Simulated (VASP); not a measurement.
Wanted: the native input for a VASP 6.6.1 run.

* Task: single point
* Functional: PBE
* Potentials or basis: VASP PAW PBE potentials, release 64 (Ge_d)
* Cutoff: 520 eV
* k mesh: 9 × 9 × 1
* Occupations: gaussian, width 0.1 eV
* Spin: no spin polarisation
* Dipole correction: yes
* Further INCAR settings: ALGO = Normal; EDIFF = 1e-06; NBANDS = 81

The structure of Ge lies in POSCAR:

```
Ge
1.0
    4.0581567077      0.0000000000      0.0000000000
   -2.0290783538      3.5144668014      0.0000000000
    0.0000000000      0.0000000000     29.2255198820
Ge
10
Direct
    0.6666666667      0.3333333333      0.2552681663
    0.3333333333      0.6666666667      0.2835110245
    0.3333333333      0.6666666667      0.3703665542
    0.6666666667      0.3333333333      0.3995694700
    0.6666666667      0.3333333333      0.4852099940
    0.3333333333      0.6666666667      0.5147900116
    0.3333333333      0.6666666667      0.6004305357
    0.6666666667      0.3333333333      0.6296334470
    0.6666666667      0.3333333333      0.7164889852
    0.3333333333      0.6666666667      0.7447318116
```

One way to write it, as run:

INCAR

```
ALGO     = Normal         # electronic algorithm
DIPOL    = 0.5 0.5 0.500
EDIFF    = 1E-6           # SCF threshold, eV
ENCUT    = 520            # plane-wave cutoff, eV
GGA      = PE             # functional
IDIPOL   = 3            
ISIF     = 2              # what is computed and relaxed
ISMEAR   = 0              # smearing method
LASPH    = True           # aspherical terms in the spheres
LCHARG   = False          # write CHGCAR
LDIPOL   = True         
LREAL    = False          # projectors in reciprocal space
LWAVE    = False          # write WAVECAR
NBANDS   = 81             # bands
NELM     = 100            # most SCF steps
PREC     = Accurate       # precision mode
SIGMA    = 0.1            # smearing width, eV
```

KPOINTS

```
k-points
0
Gamma
  9 9 1
```

Potentials or basis: VASP PAW PBE potentials, release 64 (Ge_d).

Command:

```bash
$ cat potpaw_PBE.64/Ge_d/POTCAR > POTCAR
$ mpirun -np 1 vasp_std > vasp.out
```

Results of the run:

```json
{
  "Largest force": "0.019 eV/Å",
  "Band gap on the k mesh": "zero (bands 70 and 71 overlap by 0.53 eV)"
}
```

It took 9.6 min on 1 thread of Intel(R) Xeon(R) Platinum 8488C (Sapphire Rapids), with other jobs on the host, peak memory 0.62 GiB.
